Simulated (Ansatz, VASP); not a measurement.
One calculation of TiC, two programs

```xyz
2
Lattice="0.0000 2.1215 2.1215 2.1215 0.0000 2.1215 2.1215 2.1215 0.0000" Properties=species:S:1:pos:R:3 pbc="T T T"
Ti    0.0000    0.0000    0.0000
C     2.1215    2.1215    2.1215
```

Alike in both runs: task single point; functional LDA; k mesh 11 × 11 × 11; occupations fermi-dirac, width 0.05 eV; no spin polarisation.

|  | VASP | Ansatz |
| --- | --- | --- |
| version | VASP 6.6.1 | Ansatz 0.2.0 |
| potentials or method | VASP PAW LDA potentials, release 64 (Ti_sv, C) | Ansatz PAW |
| plane-wave cutoff (eV) | 520 | 420 |
| valence electrons in the cell | 16 | 16 |

Ansatz gave:

| Quantity | Value |
| --- | --- |
| gap on the k mesh at the Fermi level (eV) | none |
| pressure (GPa) | 3.7 |

Problem. Estimate VASP's values.

Solution. gap on the k mesh at the Fermi level (eV): none; pressure (GPa): 4.4.

LDA's correlation is that of Perdew and Zunger in VASP and of Perdew and Wang (1992) in Ansatz. A gap of «none» marks a metal or a gap that the smearing closes.
